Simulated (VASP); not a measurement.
# SnO (P4/nmm) in VASP: a series of runs

Runs on SnO. Level: PBEsol. Tasks: single point.

Everything below comes from runs of VASP 6.6.1. Logs are shortened: lines on timing, memory, paths and dates and some standing lists are left out, and cuts for length are marked.

## Step 1: The cell of the first run

The structure is tetragonal, space group P4/nmm (No. 129). Conventional cell: a = 4.014 Å, b = 4.014 Å, c = 4.438 Å, α = 90.00°, β = 90.00°, γ = 90.00°. Sn (site symmetry 4mm) has 4 O at 2.28 Å within 3.0 Å. O (site symmetry -4m2) has 4 Sn at 2.28 Å and 4 O at 2.84 Å within 3.0 Å.

## Step 2: Single point, PBEsol (17.88 Å³/atom)

File INCAR:

```
PREC = Accurate ; ENCUT = 520
EDIFF = 1E-6 ; ISMEAR = 0
SIGMA = 0.15 ; LREAL = False
LASPH = True ; NELM = 60
ALGO = Normal ; ISIF = 2
LWAVE = False ; LCHARG = False
GGA = PS ; NBANDS = 28
```

File KPOINTS:

```
Automatic mesh
0
Gamma
  12 12 10
```

File POSCAR:

```
SnO
1.0
    4.0137586135      0.0000000000      0.0000000000
    0.0000000000      4.0137586135      0.0000000000
    0.0000000000      0.0000000000      4.4384142748
Sn O
2 2
Direct
    0.0000000000      0.5000000000      0.2425296443
    0.5000000000      0.0000000000      0.7574703557
    0.0000000000      0.0000000000      0.0000000000
    0.5000000000      0.5000000000      0.0000000000
```

Potentials or basis: VASP PAW PBE potentials, release 64 (Sn_d, O).

The run is started by

```sh
$ cat potpaw_PBE.64/Sn_d/POTCAR potpaw_PBE.64/O/POTCAR > POTCAR
$ mpirun -np 1 vasp_std > vasp.out
```

OUTCAR:

```text
PREC = Accurate
   ENCUT = 520
   EDIFF = 1E-6
   ISMEAR = 0
   LREAL = False
   LASPH = True
   NELM = 60
   ISIF = 2
   GGA = PS

 ion  position               nearest neighbor table
   1  0.000  0.500  0.243-   3 2.28   4 2.28   3 2.28   4 2.28   2 3.56   2 3.56   2 3.56   2 3.56
                             2 3.64   2 3.64   2 3.64   2 3.64
   2  0.500  0.000  0.757-   3 2.28   4 2.28   4 2.28   3 2.28   1 3.56   1 3.56   1 3.56   1 3.56
                             1 3.64   1 3.64   1 3.64   1 3.64
   3  0.000  0.000  0.000-   1 2.28   2 2.28   1 2.28   2 2.28
   4  0.500  0.500  0.000-   1 2.28   2 2.28   2 2.28   1 2.28

  LATTYP: Found a simple tetragonal cell.
 ALAT       =     4.0137586135
 C/A-ratio  =     1.1058000000

  Lattice vectors:

 A1 = (   4.0137586135,   0.0000000000,   0.0000000000)
 A2 = (   0.0000000000,   4.0137586135,   0.0000000000)
 A3 = (   0.0000000000,   0.0000000000,   4.4384142748)

Analysis of symmetry for initial positions (statically):
=====================================================================
 Subroutine PRICEL returns:
 Original cell was already a primitive cell.

 Routine SETGRP: Setting up the symmetry group for a
 simple tetragonal supercell.

 Subroutine GETGRP returns: Found 16 space group operations
 (whereof  8 operations were pure point group operations)
 out of a pool of 16 trial point group operations.

The static configuration has the point symmetry D_2d.
 The point group associated with its full space group is D_4h.

Analysis of symmetry for dynamics (positions and initial velocities):
=====================================================================
 Subroutine PRICEL returns:
 Original cell was already a primitive cell.

 Routine SETGRP: Setting up the symmetry group for a
 simple tetragonal supercell.

 Subroutine GETGRP returns: Found 16 space group operations
 (whereof  8 operations were pure point group operations)
 out of a pool of 16 trial point group operations.

The dynamic configuration has the point symmetry D_2d.
 The point group associated with its full space group is D_4h.

 Subroutine INISYM returns: Found 16 space group operations
 (whereof  8 operations are pure point group operations),
 and found     1 'primitive' translations
[... 93 lines left out ...]
   ISPIN  =      1    spin polarized calculation?
   LNONCOLLINEAR =      F non collinear calculations
   LSORBIT =      F    spin-orbit coupling
   LASPH  =      T    aspherical Exc in radial PAW
   ENCUT  =  520.0 eV  38.22 Ry    6.18 a.u.   7.46  7.46  8.25*2*pi/ulx,y,z
   NELM   =     60;   NELMIN=  2; NELMDL= -5     # of ELM steps
   EDIFF  = 0.1E-05   stopping-criterion for ELM
   LREAL  =      F    real-space projection
   EDIFFG = 0.1E-04   stopping-criterion for IOM
   NSW    =      0    number of steps for IOM
   IBRION =     -1    ionic relax: 0-MD 1-quasi-New 2-CG
   NFREE  =      0    steps in history (QN), initial steepest desc. (CG)
   ISIF   =      2    stress and relaxation
   ISYM   =      2    0-nonsym 1-usesym 2-fastsym
   POTIM  = 0.5000    time-step for ionic-motion
   TEBEG  =    0.0;   TEEND  =   0.0 temperature during run
   PSTRESS=    0.0 pullay stress
   NELECT =      40.0000    total number of electrons
   NUPDOWN=      -1.0000    fix difference up-down
   EMIN   =  10.00;   EMAX   =-10.00  energy-range for DOS
   EFERMI =   0.00;   METHOD = LEGACY
   ISMEAR =     0;   SIGMA  =   0.15  broadening in eV -4-tet -1-fermi 0-gaus
   EFERMI_NEDOS =   21; number of points for ismear=-14 and -15
   IALGO  =     38    algorithm
   IMIX   =      4    mixing-type and parameters
     AMIX     =   0.40;   BMIX     =  1.00
     AMIX_MAG =   1.60;   BMIX_MAG =  1.00
  volume/ion in A,a.u.               =      17.88       120.63
  Fermi-wavevector in a.u.,A,eV,Ry     =   1.348915  2.549081 24.756791  1.819573
  Thomas-Fermi vector in A             =   2.476545
   LORBIT       =      0    0 simple, 1 ext, 2 COOP (PROOUT), +10 PAW based schemes
   GGA     = PS    functional components
   LHFCALC =     F    Hartree Fock is set to
   AEXX    =    0.0000 exact exchange contribution
   IVDW    =     0    specifies the selected vdW correction
   LEPSILON=     F    determine dielectric tensor
   LRPA    =     F    only Hartree local field effects (RPA)
 non-spin polarized calculation
 Gauss-broadening in eV      SIGMA  =   0.15
  energy-cutoff  :      520.00
  volume of cell :       71.50
 maximum number of plane-waves:      1956
 NGX is ok and might be reduce to    30
   NGX = 15   NGY = 15   NGZ = 17

 number of electron      40.0000009 magnetization

 Free energy of the ion-electron system (eV)
  ---------------------------------------------------
  ext. energy  EPLUGINS =         0.00000000
  ---------------------------------------------------
  free energy    TOTEN  =       -24.01977597 eV

  energy without entropy =      -24.01975305  energy(sigma->0) =      -24.01976451

 E-fermi :   6.4512     XC(G=0): -10.4343

 val. band max:        6.1384108466   @ k =   0.1667   0.1667   0.0000
 cond. band min:       6.6887669619   @ k =   0.5000   0.5000   0.0000
 fundamental gap:      0.5503561154
 Fermi energy:         6.4511843996

 k-point     1 :       0.0000    0.0000    0.0000
  band No.  band energies     occupation
      1     -15.0959      2.00000
      2     -14.7617      2.00000
      3     -14.7617      2.00000
      4     -14.7305      2.00000
      5     -14.7159      2.00000
      6     -14.7028      2.00000
[... 733 lines left out ...]
     27      14.3280      0.00000
     28      14.7791      0.00000

 [... further k-points ...]

------------------------ aborting loop because EDIFF is reached ----------------------------------------

  FORCE on cell =-STRESS in cart. coord.  units (eV):
  Direction    XX          YY          ZZ          XY          YZ          ZX
  --------------------------------------------------------------------------------------
  -------------------------------------------------------------------------------------
  Total       -3.3710329     -3.3710329      0.2502183      0.0000000      0.0000000      0.0000000
  in kB      -75.5341317    -75.5341317      5.6065966      0.0000000      0.0000000      0.0000000
  external PRESSURE =     -48.4872223 kB  Pullay stress =       0.0000000 kB

 VOLUME and BASIS-vectors are now :
 -----------------------------------------------------------------------------
  energy-cutoff  :      520.00
  volume of cell :       71.50
      direct lattice vectors                 reciprocal lattice vectors
     4.013758614  0.000000000  0.000000000     0.249143034  0.000000000  0.000000000
     0.000000000  4.013758614  0.000000000     0.000000000  0.249143034  0.000000000
     0.000000000  0.000000000  4.438414275     0.000000000  0.000000000  0.225305692

 POSITION                                       TOTAL-FORCE (eV/Angst)
 -----------------------------------------------------------------------------------
      0.00000      2.00688      1.07645         0.000000      0.000000     -0.038262
      2.00688      0.00000      3.36197        -0.000000      0.000000      0.038262
      0.00000      0.00000      0.00000        -0.000000     -0.000000      0.000000
      2.00688      2.00688      0.00000        -0.000000      0.000000      0.000000
 -----------------------------------------------------------------------------------
    total drift:                                0.000000      0.000000     -0.000000

  FREE ENERGIE OF THE ION-ELECTRON SYSTEM (eV)
  ---------------------------------------------------
  free  energy   TOTEN  =       -24.0197759714 eV

  energy  without entropy=      -24.0197530526  energy(sigma->0) =      -24.01976451
```

Run time: 2.1 min. Hardware: 1 thread of Intel Xeon 6975P-C (Granite Rapids), shared host; peak memory 0.37 GiB.

Results:

- Free energy: -24.0198 eV
- Pressure: -4.8 GPa
- Largest force: 0.038 eV/Å
- Band gap on the k mesh: 0.55 eV (least direct gap 1.60 eV)

Forces on the atoms (eV/Å):
```
Sn   0.000  0.000 -0.038
Sn   0.000  0.000  0.038
O    0.000  0.000  0.000
O    0.000  0.000  0.000
```

Stress tensor (GPa, compression positive):
```
-7.55  0.00  0.00
 0.00 -7.55  0.00
 0.00  0.00  0.56
```

Caveat: the cell stands under tension; the PAW data sets were made with another functional, which shifts forces and pressure a little; spin-orbit coupling is left out, which moves the levels of the heavy elements. A k mesh can miss the band edges.

## Step 3: Single point, PBEsol (15.81 Å³/atom)

This run uses another cell than the first one, of 15.81 Å³/atom.

File INCAR:

```
PREC = Accurate
ENCUT = 520
EDIFF = 1E-6
ISMEAR = 0
SIGMA = 0.15
LREAL = F
LASPH = T
NELM = 100
ALGO = Normal
ISIF = 2
LWAVE = F
LCHARG = T
GGA = PS
LELF = T
LVHAR = T
NBANDS = 28
```

File KPOINTS:

```
regular mesh
0
Gamma
  12 12 10
```

File POSCAR:

```
SnO
1.0
    3.8530831395      0.0000000000      0.0000000000
    0.0000000000      3.8530831395      0.0000000000
    0.0000000000      0.0000000000      4.2607393357
Sn O
2 2
Direct
    0.0000000000      0.5000000000      0.2425296443
    0.5000000000      0.0000000000      0.7574703557
    0.0000000000      0.0000000000      0.0000000000
    0.5000000000      0.5000000000      0.0000000000
```

Potentials or basis: VASP PAW PBE potentials, release 64 (Sn_d, O).

The run is started by

```sh
$ cat potpaw_PBE.64/Sn_d/POTCAR potpaw_PBE.64/O/POTCAR > POTCAR
$ mpirun -np 1 vasp_std > vasp.out
```

It took 5.1 min on 1 thread of Intel Xeon 8259CL, shared host; peak memory 0.35 GiB.

It converged, with:

```
Free energy            : -23.9799 eV
Pressure               : 7.4 GPa
Largest force          : 1.485 eV/Å
Band gap on the k mesh : 0.20 eV (least direct gap 1.45 eV)
```

Forces on the atoms (eV/Å):
```
Sn   0.000  0.000  1.485
Sn   0.000  0.000 -1.485
O    0.000  0.000  0.000
O    0.000  0.000  0.000
```

Stress tensor (GPa, compression positive):
```
 5.55  0.00  0.00
 0.00  5.55  0.00
 0.00  0.00 11.15
```

Levels at points of the mesh, in eV from the valence-band top:
| k point | band 16 | band 17 | band 18 | band 19 | band 20 | band 21 | band 22 | band 23 | band 24 | band 25 |
| --- | --- | --- | --- | --- | --- | --- | --- | --- | --- | --- |
| (0.00, 0.00, 0.00) | -6.51 | -3.60 | -3.60 | -3.42 | -0.31 | 2.42 | 4.87 | 4.87 | 5.63 | 6.87 |
| (0.50, 0.00, 0.00) | -5.29 | -4.87 | -4.87 | -2.32 | -2.32 | 4.07 | 4.07 | 6.18 | 6.18 | 6.58 |
| (0.50, 0.50, 0.00) | -4.98 | -2.84 | -2.84 | -1.25 | -1.25 | 0.20 | 0.20 | 5.54 | 5.54 | 8.23 |
| (0.00, 0.00, 0.50) | -3.62 | -3.60 | -3.60 | -2.14 | -1.30 | 1.12 | 2.78 | 2.78 | 3.12 | 8.80 |
| (0.50, 0.00, 0.50) | -5.82 | -5.18 | -5.18 | -1.25 | -1.25 | 3.29 | 3.29 | 5.37 | 5.37 | 7.22 |
| (0.50, 0.50, 0.50) | -5.79 | -2.84 | -2.84 | -2.69 | -2.69 | 3.03 | 3.03 | 5.22 | 5.22 | 5.75 |

Caveat: the cell stands under pressure; the PAW data sets were made with another functional, which shifts forces and pressure a little; spin-orbit coupling is left out, which moves the levels of the heavy elements. A k mesh can miss the band edges.

## Step 4: Single point, PBEsol (16.50 Å³/atom)

This run uses another cell than the first one, of 16.50 Å³/atom.

File INCAR:

```
SYSTEM = SnO
PREC     = Accurate       ! precision mode
ENCUT    = 520            ! plane-wave cutoff, eV
EDIFF    = 1E-6           ! SCF threshold, eV
ISMEAR   = 0              ! smearing method
SIGMA    = 0.15           ! smearing width, eV
LREAL    = .FALSE.        ! projectors in reciprocal space
LASPH    = .TRUE.         ! aspherical terms in the spheres
NELM     = 60             ! most SCF steps
ALGO     = Normal         ! electronic algorithm
ISIF     = 2              ! what is computed and relaxed
LWAVE    = .FALSE.        ! write WAVECAR
LCHARG   = .FALSE.        ! write CHGCAR
GGA      = PS             ! functional
NBANDS   = 28             ! bands
```

File KPOINTS:

```
Automatic mesh
0
G
  12 12 10
  0 0 0
```

File POSCAR:

```
SnO
1.0
    3.9879364933      0.0000000000      0.0000000000
    0.0000000000      3.9879364933      0.0000000000
    0.0000000000      0.0000000000      4.1502455086
Sn O
2 2
Direct
    0.0000000000      0.5000000000      0.2425296443
    0.5000000000      0.0000000000      0.7574703557
    0.0000000000      0.0000000000      0.0000000000
    0.5000000000      0.5000000000      0.0000000000
```

The run is started by

```sh
$ cat potpaw_PBE.64/Sn_d/POTCAR potpaw_PBE.64/O/POTCAR > POTCAR
$ mpirun -np 1 vasp_std > vasp.out
```

Wall time 4.7 min (1 thread of Intel Xeon 8259CL, shared host); peak memory 0.36 GiB.

Results (log left out):

```
Free energy            : -23.9312 eV
Pressure               : 1.2 GPa
Largest force          : 0.856 eV/Å
Band gap on the k mesh : 0.59 eV (least direct gap 1.34 eV)
```

Forces on the atoms (eV/Å):
```
Sn   0.000  0.000  0.856
Sn   0.000  0.000 -0.856
O    0.000  0.000  0.000
O    0.000  0.000  0.000
```

Stress tensor (GPa, compression positive):
```
-1.86  0.00  0.00
 0.00 -1.86  0.00
 0.00  0.00  7.32
```

Levels at points of the mesh, in eV from the valence-band top:
```tsv
k point	band 16	band 17	band 18	band 19	band 20	band 21	band 22	band 23	band 24	band 25
(0.00, 0.00, 0.00)	-5.99	-3.12	-3.12	-2.75	-0.48	2.56	5.02	5.02	6.05	7.31
(0.50, 0.00, 0.00)	-4.68	-3.99	-3.99	-1.67	-1.67	4.15	4.15	6.18	6.18	6.76
(0.50, 0.50, 0.00)	-4.07	-2.37	-2.37	-0.75	-0.75	0.59	0.59	6.16	6.16	8.07
(0.00, 0.00, 0.50)	-3.11	-3.11	-3.02	-2.14	-0.52	1.07	2.90	2.98	2.98	9.20
(0.50, 0.00, 0.50)	-5.13	-4.54	-4.54	-0.76	-0.76	3.34	3.34	5.37	5.37	7.19
(0.50, 0.50, 0.50)	-4.99	-2.37	-2.37	-2.35	-2.35	3.58	3.58	5.36	5.36	5.56
```

Caveat: the PAW data sets were made with another functional, which shifts forces and pressure a little; spin-orbit coupling is left out, which moves the levels of the heavy elements. A k mesh can miss the band edges.

## Step 5: Single point, PBEsol (16.50 Å³/atom)

This run uses another cell than the first one, of 16.50 Å³/atom.

File INCAR:

```
SYSTEM = SnO
PREC = Accurate
ENCUT = 520
EDIFF = 1E-7
ISMEAR = 0
SIGMA = 0.15
LREAL = .FALSE.
LASPH = .TRUE.
NELM = 80
ALGO = Normal
ISIF = 2
LWAVE = .FALSE.
LCHARG = .FALSE.
GGA = PS
NBANDS = 28
```

KPOINTS is that of step 4.

File POSCAR:

```
SnO
1.0
    3.9080900007      0.0000000000      0.0000000000
    0.0000000000      3.9080900007      0.0000000000
    0.0000000000      0.0000000000      4.3215659228
Sn O
2 2
Direct
    0.0000000000      0.5000000000      0.2425296443
    0.5000000000      0.0000000000      0.7574703557
    0.0000000000      0.0000000000      0.0000000000
    0.5000000000      0.5000000000      0.0000000000
```

The run is started by

```sh
$ cat potpaw_PBE.64/Sn_d/POTCAR potpaw_PBE.64/O/POTCAR > POTCAR
$ mpirun -np 1 vasp_std > vasp.out
```

Run time: 5.3 min. Hardware: 1 thread of Intel Xeon 8259CL, shared host; peak memory 0.36 GiB.

The run converged. Its results:

| Property | Result |
| --- | --- |
| Free energy | -24.0654 eV |
| Pressure | 2.4 GPa |
| Largest force | 0.905 eV/Å |
| Band gap on the k mesh | 0.33 eV (least direct gap 1.50 eV) |

Forces on the atoms (eV/Å):
```
Sn   0.000  0.000  0.905
Sn   0.000  0.000 -0.905
O    0.000  0.000  0.000
O    0.000  0.000  0.000
```

Stress tensor (GPa, compression positive):
```
0.16 0.00 0.00
0.00 0.16 0.00
0.00 0.00 6.90
```

Levels at points of the mesh, in eV from the valence-band top:
```
           k point  band 18  band 19  band 20  band 21  band 22  band 23
(0.00, 0.00, 0.00)    -3.29    -3.12    -0.28     2.36     4.86     4.86
(0.50, 0.00, 0.00)    -4.50    -2.12    -2.12     3.96     3.96     6.10
(0.50, 0.50, 0.00)    -2.56    -1.17    -1.17     0.33     0.33     5.53
(0.00, 0.00, 0.50)    -3.29    -2.31    -1.12     1.19     2.87     2.87
(0.50, 0.00, 0.50)    -4.81    -1.12    -1.12     3.23     3.23     5.35
(0.50, 0.50, 0.50)    -2.56    -2.54    -2.54     3.10     3.10     5.09
```

Caveat: the PAW data sets were made with another functional, which shifts forces and pressure a little; spin-orbit coupling is left out, which moves the levels of the heavy elements.

## Step 6: Summary

```csv
cell,gap on the mesh (eV),pressure (GPa),largest force (eV/Å)
"a = 4.014, b = 4.014, c = 4.438 Å, 4 atoms",0.55,-4.8,0.04
"a = 3.853, b = 3.853, c = 4.261 Å, 4 atoms",0.20,7.4,1.49
"a = 3.988, b = 3.988, c = 4.150 Å, 4 atoms",0.59,1.2,0.86
"a = 3.908, b = 3.908, c = 4.322 Å, 4 atoms",0.33,2.4,0.90
```

Alike in all rows: task single point; level PBEsol; potentials or basis VASP PAW PBE potentials, release 64 (Sn_d, O); no spin polarisation; k mesh 12 × 12 × 10; cutoff (eV) 520; smearing gaussian 0.15 eV.

Caveats: the PAW data sets were made with another functional, which shifts forces and pressure a little; spin-orbit coupling is left out, which moves the levels of the heavy elements; the cell stands under tension (at least some runs); the cell stands under pressure (at least some runs).

Absolute energies hang on the potentials; compare differences alone.
